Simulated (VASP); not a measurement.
Wanted: the native input for a VASP 6.6.1 run.

| Property | Result |
| --- | --- |
| Task | single point |
| Functional | PBE |
| Potentials or basis | VASP PAW PBE potentials, release 64 (Cu) |
| Cutoff | 520 eV |
| k mesh | 12 × 12 × 12 |
| Occupations | gaussian, width 0.1 eV |
| Spin | no spin polarisation |
| Dipole correction | no |
| Further INCAR settings | ALGO = Normal; EDIFF = 1e-07; NBANDS = 12 |

The structure of Cu lies in POSCAR:

```
Cu
1.0
   -1.4427933200      1.4427933200      1.3760814500
    1.4427933200     -1.4427933200      1.3760814500
    1.4427933200      1.4427933200     -1.3760814500
Cu
1
Direct
    0.0000000000      0.0000000000      0.0000000000
```

The input as run:

INCAR

```
SYSTEM = Cu
  ALGO = Normal
  EDIFF = 1E-7
  ENCUT = 520
  GGA = PE
  ISIF = 2
  ISMEAR = 0
  LASPH = .True.
  LCHARG = .True.
  LELF = .True.
  LREAL = .False.
  LVHAR = .True.
  LWAVE = .False.
  NBANDS = 12
  NELM = 80
  PREC = Accurate
  SIGMA = 0.1
```

KPOINTS

```
k-points
0
Gamma
  12 12 12
  0 0 0
```

Potentials or basis: VASP PAW PBE potentials, release 64 (Cu).

Run with:

```sh
$ cat potpaw_PBE.64/Cu/POTCAR > POTCAR
$ mpirun -np 1 vasp_std > vasp.out
```

It gave:

| Item | Value |
| --- | --- |
| Pressure | 7.7 GPa |

Wall time 15 s on 1 thread of AMD EPYC 7R13 Processor (Zen 3), with other jobs on the host, peak memory 0.1 GiB.
